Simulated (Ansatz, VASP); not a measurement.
# TaRu in VASP and in Ansatz

INCAR

```
ALGO = Normal
EDIFF = 1E-8
ENCUT = 520
GGA = CA
ISIF = 2
ISMEAR = -1
LASPH = T
LCHARG = F
LEFG = T
LREAL = F
LWAVE = F
NBANDS = 20
NELM = 60
PREC = Accurate
SIGMA = 0.05
```

Contents of KPOINTS:

```
k-points
0
Gamma
  11 11 10
```

POSCAR

```
TaRu
1.0
    3.0732191323      0.0000000000      0.0000000000
    0.0000000000      3.0732191323      0.0000000000
    0.0000000000      0.0000000000      3.4114443627
Ta Ru
1 1
Direct
    0.5000000000      0.5000000000      0.5000000000
    0.0000000000      0.0000000000      0.0000000000
```

Input for Ansatz:

```yaml
crystal:
  lattice:
    - [3.0732191323, 0.0, 0.0]
    - [0.0, 3.0732191323, 0.0]
    - [0.0, 0.0, 3.4114443627]
  atoms:
    - { symbol: Ta, position: [0.5, 0.5, 0.5] }
    - { symbol: Ru, position: [0.0, 0.0, 0.0] }
kpoints:
  mp_grid: { grid: [11, 11, 10] }
scf:
  occupations: { method: fermi_dirac, width: 0.05 }
hamiltonian:
  xc: lda
  pseudopotentials: { kind: all_electron, datasets: crystal }
output:
  forces: true
  stress: true
  eigenvalues: true
  efg: { contact_densities: true }
```

Change from the starting cell: volume scaled by 1.02, crystal datasets.

Alike in both runs: task electric field gradients; functional LDA; k mesh 11 × 11 × 10; occupations fermi-dirac, width 0.05 eV; no spin polarisation.

|  | VASP | Ansatz |
| --- | --- | --- |
| version | VASP 6.6.1 | Ansatz 0.2.0 |
| potentials or method | VASP PAW LDA potentials, release 64 (Ta_pv, Ru_pv), cutoff 520 eV | all-electron PAW with datasets made for the crystal, scalar-relativistic |

VASP gave:

| Item | Value |
| --- | --- |
| pressure (GPa) | -14.2 |
| traceless stress, the component that is largest in VASP (GPa) | 0.90 |
| size of Vzz on the site where it differs most (V/Å²) | 22.0 |

Problem. What did Ansatz give for the same quantities?

Solution. Pressure (GPa): -14.9; traceless stress, the component that is largest in VASP (GPa): 1.01; size of Vzz on the site where it differs most (V/Å²): 14.7.

LDA's correlation is that of Perdew and Zunger in VASP and of Perdew and Wang (1992) in Ansatz. Ansatz ran all-electron here, and VASP with PAW potentials.

Neither program's run includes spin-orbit coupling.
